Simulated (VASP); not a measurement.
Runs of VASP 6.6.1 on Ag. The structure is that of space group Pm-3m (No. 221), or close to it. The cells are those of the table. 

| cell | gap on the mesh (eV) | pressure (GPa) |
| --- | --- | --- |
| a = 2.212 Å, 1 atom | none | 263.8 |
| a = 2.419 Å, 1 atom | none | (a) |
| a = 2.676 Å, 1 atom | none | 6.9 |
| a = 2.320 Å, 1 atom | none | 140.8 |
| a = 2.751 Å, 1 atom | none | (b) |

Alike in all rows: task single point; level PBE; potentials or basis VASP PAW PBE potentials, release 64 (Ag); no spin polarisation; k mesh 16 × 16 × 16; cutoff (eV) 520; smearing fermi-dirac 0.08 eV.

Q: Fill in the values left out.

A: (a) 75.4; (b) -0.1.

A k mesh can miss the band edges, and the runs leave out spin-orbit coupling on Ag.

A gap of «none» marks levels without a gap at the run's occupations.
